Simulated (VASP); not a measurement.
# BN (P6_3/mmc) in VASP: notebook

BN is run at these levels: LDA; tasks: single point.

All numbers are computed with VASP 6.6.1; they aren't measurements. Logs are shortened: lines on timing, memory, paths and dates and some standing lists are left out, and cuts for length are marked.

### Step 1. The cell of the first run

It takes space group P6_3/mmc (No. 194, hexagonal). The conventional cell has a = 2.508 Å, b = 2.508 Å, c = 6.392 Å, α = 90.00°, β = 90.00°, γ = 120.00°. B (site symmetry -6m2) has 3 N at 1.45 Å within 1.9 Å. Within 1.9 Å of N (site symmetry -6m2) lie 3 B at 1.45 Å.

### Step 2. Single point, LDA (volume 8.707 Å^3 an atom, c/a of the conventional cell 2.5481)

File INCAR:

```
SYSTEM = BN
PREC = Accurate ; ENCUT = 520
EDIFF = 1E-6 ; ISMEAR = 0
SIGMA = 0.05 ; LREAL = .FALSE.
LASPH = .TRUE. ; NELM = 60
ALGO = Normal ; ISIF = 2
LWAVE = .FALSE. ; LCHARG = .TRUE.
GGA = CA ; LELF = .TRUE.
LVHAR = .TRUE. ; NBANDS = 16
```

File KPOINTS:

```
regular mesh
0
G
  12 12 4
  0 0 0
```

File POSCAR:

```
BN
1.0
    2.5084269455      0.0000000000      0.0000000000
   -1.2542134727      2.1723614583      0.0000000000
    0.0000000000      0.0000000000      6.3917226998
B N
2 2
Direct
    0.3333333333      0.6666666667      0.2500000000
    0.6666666667      0.3333333333      0.7500000000
    0.3333333333      0.6666666667      0.7500000000
    0.6666666667      0.3333333333      0.2500000000
```

Potentials or basis: VASP PAW LDA potentials, release 64 (B, N).

On the command line:

```console
> cat potpaw_LDA.64/B/POTCAR potpaw_LDA.64/N/POTCAR > POTCAR
> mpirun -np 1 vasp_std > vasp.out
```

OUTCAR:

```text
SYSTEM = BN
   PREC = Accurate
   ENCUT = 520
   EDIFF = 1E-6
   ISMEAR = 0
   LREAL = .FALSE.
   LASPH = .TRUE.
   NELM = 60
   ISIF = 2
   GGA = CA

 ion  position               nearest neighbor table
   1  0.333  0.667  0.250-   4 1.45   4 1.45   4 1.45
   2  0.667  0.333  0.750-   3 1.45   3 1.45   3 1.45
   3  0.333  0.667  0.750-   2 1.45   2 1.45   2 1.45
   4  0.667  0.333  0.250-   1 1.45   1 1.45   1 1.45

  LATTYP: Found a hexagonal cell.
 ALAT       =     2.5084269455
 C/A-ratio  =     2.5481000000

  Lattice vectors:

 A1 = (   2.5084269455,   0.0000000000,   0.0000000000)
 A2 = (  -1.2542134727,   2.1723614583,   0.0000000000)
 A3 = (   0.0000000000,   0.0000000000,   6.3917226998)

Analysis of symmetry for initial positions (statically):
=====================================================================
 Subroutine PRICEL returns:
 Original cell was already a primitive cell.

 Routine SETGRP: Setting up the symmetry group for a
 hexagonal supercell.

 Subroutine GETGRP returns: Found 24 space group operations
 (whereof 12 operations were pure point group operations)
 out of a pool of 24 trial point group operations.

The static configuration has the point symmetry D_3d.
 The point group associated with its full space group is D_6h.

Analysis of symmetry for dynamics (positions and initial velocities):
=====================================================================
 Subroutine PRICEL returns:
 Original cell was already a primitive cell.

 Routine SETGRP: Setting up the symmetry group for a
 hexagonal supercell.

 Subroutine GETGRP returns: Found 24 space group operations
 (whereof 12 operations were pure point group operations)
 out of a pool of 24 trial point group operations.

The dynamic configuration has the point symmetry D_3d.
 The point group associated with its full space group is D_6h.

 Subroutine INISYM returns: Found 24 space group operations
 (whereof 12 operations are pure point group operations),
 and found     1 'primitive' translations

----------------------------------------------------------------------------------------

                                     Primitive cell

  volume of cell :      34.8298

  direct lattice vectors                    reciprocal lattice vectors
     2.508426946  0.000000000  0.000000000     0.398656218  0.230164275  0.000000000
    -1.254213473  2.172361458  0.000000000     0.000000000  0.460328550  0.000000000
     0.000000000  0.000000000  6.391722700     0.000000000  0.000000000  0.156452344

  length of vectors
     2.508426946  2.508426945  6.391722700     0.460328550  0.460328550  0.156452344

  position of ions in fractional coordinates (direct lattice)
     0.333333333  0.666666667  0.250000000
     0.666666667  0.333333333  0.750000000
     0.333333333  0.666666667  0.750000000
     0.666666667  0.333333333  0.250000000

  ion indices of the primitive-cell ions
   primitive index   ion index
                 1           1
                 2           2
                 3           3
                 4           4

----------------------------------------------------------------------------------------

 KPOINTS: regular mesh

Automatic generation of k-mesh.
 Grid dimensions read from file:
 generate k-points for:   12   12    4

 Generating k-lattice:

  Cartesian coordinates                     Fractional coordinates (reciprocal lattice)
     0.033221352  0.019180356  0.000000000     0.083333333 -0.000000000  0.000000000
     0.000000000  0.038360712  0.000000000     0.000000000  0.083333333  0.000000000
     0.000000000  0.000000000  0.039113086     0.000000000  0.000000000  0.250000000

  Length of vectors
     0.038360712  0.038360712  0.039113086

  Shift w.r.t. Gamma in fractional coordinates (k-lattice)
     0.000000000  0.000000000  0.000000000

 Subroutine IBZKPT returns following result:
 ===========================================

 Found     57 irreducible k-points:

 Following reciprocal coordinates:
            Coordinates               Weight
  0.000000  0.000000  0.000000      1.000000
  0.083333 -0.000000  0.000000      6.000000
  0.166667 -0.000000  0.000000      6.000000
  0.250000 -0.000000  0.000000      6.000000
  0.333333 -0.000000  0.000000      6.000000
  0.416667  0.000000  0.000000      6.000000
[... 16 lines left out ...]
  0.250000 -0.000000  0.250000     12.000000
  0.333333 -0.000000  0.250000     12.000000
 [... further k-points ...]
   k-points           NKPTS =     57   k-points in BZ     NKDIM =     57   number of bands    NBANDS=     16
   number of dos      NEDOS =    301   number of ions     NIONS =      4
   total plane-waves  NPLWV =  19200
   dimension x,y,z NGX =    20 NGY =   20 NGZ =   48
   dimension x,y,z NGXF=    40 NGYF=   40 NGZF=   96
   ions per type =               2   2
   NGX,Y,Z   is equivalent  to a cutoff of  13.25, 13.25, 12.48 a.u.
   NGXF,Y,Z  is equivalent  to a cutoff of  26.51, 26.51, 24.97 a.u.
 SYSTEM =  BN
   PREC   = accura    normal or accurate (medium, high low for compatibility)
   ISTART =      0    job   : 0-new  1-cont  2-samecut
   ICHARG =      2    charge: 1-file 2-atom 10-const
   ISPIN  =      1    spin polarized calculation?
   LNONCOLLINEAR =      F non collinear calculations
   LSORBIT =      F    spin-orbit coupling
   LASPH  =      T    aspherical Exc in radial PAW
   ENCUT  =  520.0 eV  38.22 Ry    6.18 a.u.   4.66  4.66 11.88*2*pi/ulx,y,z
   NELM   =     60;   NELMIN=  2; NELMDL= -5     # of ELM steps
   EDIFF  = 0.1E-05   stopping-criterion for ELM
   LREAL  =      F    real-space projection
   EDIFFG = 0.1E-04   stopping-criterion for IOM
   NSW    =      0    number of steps for IOM
   IBRION =     -1    ionic relax: 0-MD 1-quasi-New 2-CG
   NFREE  =      0    steps in history (QN), initial steepest desc. (CG)
   ISIF   =      2    stress and relaxation
   ISYM   =      2    0-nonsym 1-usesym 2-fastsym
   POTIM  = 0.5000    time-step for ionic-motion
   TEBEG  =    0.0;   TEEND  =   0.0 temperature during run
   PSTRESS=    0.0 pullay stress
   NELECT =      16.0000    total number of electrons
   NUPDOWN=      -1.0000    fix difference up-down
   EMIN   =  10.00;   EMAX   =-10.00  energy-range for DOS
   EFERMI =   0.00;   METHOD = LEGACY
   ISMEAR =     0;   SIGMA  =   0.05  broadening in eV -4-tet -1-fermi 0-gaus
   EFERMI_NEDOS =   21; number of points for ismear=-14 and -15
   IALGO  =     38    algorithm
   IMIX   =      4    mixing-type and parameters
     AMIX     =   0.40;   BMIX     =  1.00
     AMIX_MAG =   1.60;   BMIX_MAG =  1.00
  volume/ion in A,a.u.               =       8.71        58.76
  Fermi-wavevector in a.u.,A,eV,Ry     =   1.263177  2.387059 21.709688  1.595617
  Thomas-Fermi vector in A             =   2.396548
   LORBIT       =      0    0 simple, 1 ext, 2 COOP (PROOUT), +10 PAW based schemes
   GGA     = CA    functional components
   LHFCALC =     F    Hartree Fock is set to
   AEXX    =    0.0000 exact exchange contribution
   IVDW    =     0    specifies the selected vdW correction
   LEPSILON=     F    determine dielectric tensor
   LRPA    =     F    only Hartree local field effects (RPA)
 non-spin polarized calculation
 Gauss-broadening in eV      SIGMA  =   0.05
  energy-cutoff  :      520.00
  volume of cell :       34.83
 maximum number of plane-waves:       952
 NGX is ok and might be reduce to    20
   NGX =  9   NGY =  9   NGZ = 23

 number of electron      16.0000003 magnetization

 Free energy of the ion-electron system (eV)
  ---------------------------------------------------
  ext. energy  EPLUGINS =         0.00000000
  ---------------------------------------------------
  free energy    TOTEN  =       -38.56809696 eV

  energy without entropy =      -38.56809696  energy(sigma->0) =      -38.56809696

 E-fermi :   2.8066     XC(G=0): -10.7465

 val. band max:        2.4868952165   @ k =   0.3333   0.2500   0.0000
 cond. band min:       6.4615172356   @ k =   0.5000  -0.0000   0.0000
 fundamental gap:      3.9746220191
 Fermi energy:         2.8066179643

 k-point     1 :       0.0000    0.0000    0.0000
  band No.  band energies     occupation
      1     -15.1628      2.00000
      2     -14.7453      2.00000
      3      -4.0412      2.00000
      4      -1.3944      2.00000
      5       1.0947      2.00000
      6       1.0947      2.00000
[... 8 lines left out ...]
     15      14.8690      0.00000
     16      15.2585      0.00000

 k-point     2 :       0.0833   -0.0000    0.0000
  band No.  band energies     occupation
      1     -15.0266      2.00000
      2     -14.6153      2.00000
      3      -3.8534      2.00000
      4      -1.2293      2.00000
      5       0.5469      2.00000
      6       0.6000      2.00000
[... 8 lines left out ...]
     15      14.7459      0.00000
     16      15.3171      0.00000

 k-point     3 :       0.1667   -0.0000    0.0000
  band No.  band energies     occupation
      1     -14.6245      2.00000
      2     -14.2324      2.00000
      3      -3.2965      2.00000
      4      -0.8485      2.00000
      5      -0.7824      2.00000
      6      -0.7444      2.00000
[... 8 lines left out ...]
     15      16.1545      0.00000
     16      16.3712      0.00000

 k-point     4 :       0.2500   -0.0000    0.0000
  band No.  band energies     occupation
      1     -13.9818      2.00000
      2     -13.6238      2.00000
      3      -2.6295      2.00000
      4      -2.5337      2.00000
      5      -2.3938      2.00000
      6      -0.5335      2.00000
[... 8 lines left out ...]
     15      18.0806      0.00000
     16      18.2445      0.00000
[... 324 lines left out ...]
 k-point    22 :       0.1667   -0.0000    0.2500
  band No.  band energies     occupation
      1     -14.5709      2.00000
      2     -14.2941      2.00000
      3      -2.9934      2.00000
      4      -1.2538      2.00000
      5      -0.8307      2.00000
      6      -0.7493      2.00000
[... 8 lines left out ...]
     15      16.0179      0.00000
     16      16.1300      0.00000

 k-point    23 :       0.2500   -0.0000    0.2500
  band No.  band energies     occupation
      1     -13.9326      2.00000
      2     -13.6797      2.00000
      3      -2.6481      2.00000
      4      -2.5586      2.00000
      5      -2.0631      2.00000
      6      -0.5214      2.00000
[... 8 lines left out ...]
     15      18.2642      0.00000
     16      18.3715      0.00000

 k-point    24 :       0.3333   -0.0000    0.2500
  band No.  band energies     occupation
      1     -13.1199      2.00000
      2     -12.9063      2.00000
      3      -4.3984      2.00000
      4      -4.3106      2.00000
      5      -1.1483      2.00000
      6      -1.0846      2.00000
[... 8 lines left out ...]
     15      19.1192      0.00000
     16      20.7540      0.00000

 [... further k-points ...]

------------------------ aborting loop because EDIFF is reached ----------------------------------------

  FORCE on cell =-STRESS in cart. coord.  units (eV):
  Direction    XX          YY          ZZ          XY          YZ          ZX
  --------------------------------------------------------------------------------------
  -------------------------------------------------------------------------------------
  Total       -1.7177265     -1.7177265      0.0544235     -0.0000000     -0.0000000     -0.0000000
  in kB      -79.0156508    -79.0156508      2.5034902     -0.0000000     -0.0000000     -0.0000000
  external PRESSURE =     -51.8426038 kB  Pullay stress =       0.0000000 kB

 VOLUME and BASIS-vectors are now :
 -----------------------------------------------------------------------------
  energy-cutoff  :      520.00
  volume of cell :       34.83
      direct lattice vectors                 reciprocal lattice vectors
     2.508426946  0.000000000  0.000000000     0.398656218  0.230164275  0.000000000
    -1.254213473  2.172361458  0.000000000     0.000000000  0.460328550  0.000000000
     0.000000000  0.000000000  6.391722700     0.000000000  0.000000000  0.156452344

 POSITION                                       TOTAL-FORCE (eV/Angst)
 -----------------------------------------------------------------------------------
     -0.00000      1.44824      1.59793         0.000000      0.000000      0.000000
      1.25421      0.72412      4.79379        -0.000000      0.000000      0.000000
     -0.00000      1.44824      4.79379        -0.000000     -0.000000      0.000000
      1.25421      0.72412      1.59793         0.000000      0.000000      0.000000
 -----------------------------------------------------------------------------------
    total drift:                               -0.000000      0.000000      0.000000

  FREE ENERGIE OF THE ION-ELECTRON SYSTEM (eV)
  ---------------------------------------------------
  free  energy   TOTEN  =       -38.5680969574 eV

  energy  without entropy=      -38.5680969574  energy(sigma->0) =      -38.56809696
```

It took 18 s on 1 thread of Intel Xeon Platinum 8375C at 2.90GHz (Ice Lake), shared host; peak memory 0.14 GiB.

Results:

```yaml
Free_energy: -38.5681 eV
Pressure: -5.2 GPa
Band_gap_on_the_k_mesh: 3.97 eV, indirect (least direct gap 4.35 eV)
```

Stress tensor (GPa, compression positive):
```
-7.90  0.00  0.00
 0.00 -7.90  0.00
 0.00  0.00  0.25
```

 A k mesh can miss the band edges.

### Step 3. Single point, LDA (volume 7.872 Å^3 an atom, c/a of the conventional cell 2.9448)

File INCAR:

```
PREC = Accurate ; ENCUT = 520
EDIFF = 1E-6 ; ISMEAR = 0
SIGMA = 0.05 ; LREAL = False
LASPH = True ; NELM = 60
ALGO = Normal ; ISIF = 2
LWAVE = False ; LCHARG = False
NBANDS = 16
```

File KPOINTS:

```
regular mesh
0
Gamma
  12 12 4
```

File POSCAR:

```
BN
1.0
    2.3112816974      0.0000000000      0.0000000000
   -1.1556408487      2.0016286652      0.0000000000
    0.0000000000      0.0000000000      6.8062623424
B N
2 2
Direct
    0.3333333333      0.6666666667      0.2500000000
    0.6666666667      0.3333333333      0.7500000000
    0.3333333333      0.6666666667      0.7500000000
    0.6666666667      0.3333333333      0.2500000000
```

Potentials or basis: VASP PAW LDA potentials, release 64 (B, N).

On the command line:

```console
> cat potpaw_LDA.64/B/POTCAR potpaw_LDA.64/N/POTCAR > POTCAR
> mpirun -np 1 vasp_std > vasp.out
```

It took 11 s on 1 thread of Intel Xeon 6975P-C (Granite Rapids), shared host; peak memory 0.14 GiB.

It converged, with:

```yaml
Free_energy: -37.0266 eV
Pressure: 73.6 GPa
Band_gap_on_the_k_mesh: 4.45 eV, indirect (least direct gap 5.08 eV)
```

Stress tensor (GPa, compression positive):
```
110.98   0.00   0.00
  0.00 110.98   0.00
  0.00   0.00  -1.22
```

Levels at points of the mesh, in eV from the valence-band top:
```
           k point  band 4  band 5  band 6  band 7  band 8  band 9  band 10  band 11  band 12  band 13
(0.00, 0.00, 0.00)   -5.76   -1.00   -1.00   -0.98   -0.98    4.45     9.93    13.56    13.56    13.64
(0.50, 0.00, 0.00)   -9.81   -4.52   -4.49   -1.62   -0.79    4.45     5.83    11.43    12.73    12.98
(0.00, 0.00, 0.50)   -6.74   -0.99   -0.99   -0.99   -0.99    6.83     6.83    13.60    13.60    13.60
(0.50, 0.00, 0.50)   -9.82   -4.51   -4.51   -1.20   -1.20    4.97     4.97    12.38    12.38    14.31
```
